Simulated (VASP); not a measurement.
AgCl:

```xyz
2
Lattice="0.0000 3.0294 3.0294 3.0294 0.0000 3.0294 3.0294 3.0294 0.0000" Properties=species:S:1:pos:R:3 pbc="T T T"
Ag    0.0000    0.0000    0.0000
Cl    1.5147    1.5147    1.5147
```

```yaml
Program: VASP 6.6.1
Task: relaxation of cell and atoms
Functional: PBEsol
Potentials_or_basis: VASP PAW PBE potentials, release 64 (Ag, Cl)
Cutoff: 600 eV
k_mesh: 6 × 6 × 6
Occupations: fermi-dirac, width 0.02 eV
Spin: no spin polarisation
```

At the start: pressure -2.8 GPa; volume 27.80 Å³/atom.

**Question.** How do energy, volume and symmetry change on relaxing?

**Answer.** Over 4 steps the energy falls by 21.9 meV/atom and the volume is 25.45 Å³/atom (-8.4 %); space group F-43m (No. 216, to 0.1 Å) before and after.

The path:
| step | energy change (eV) | largest force (eV/Å) | pressure (GPa) | volume (Å³) |
| --- | --- | --- | --- | --- |
| 1 | 0.0000 | 0.0000 | -2.76 | 55.60 |
| 2 | -0.0419 | 0.0000 | -0.65 | 51.84 |
| 3 | -0.0438 | 0.0000 | -0.04 | 50.99 |
| 4 | -0.0437 | 0.0000 | 0.01 | 50.90 |

Final structure:
```xyz
2
Lattice="0.0000 2.9415 2.9415 2.9415 0.0000 2.9415 2.9415 2.9415 0.0000" Properties=species:S:1:pos:R:3 pbc="T T T"
Ag    5.8831    5.8831    5.8831
Cl    1.4708    1.4708    1.4708
```

Caveat: the PAW data sets were made with another functional, which shifts forces and pressure a little.
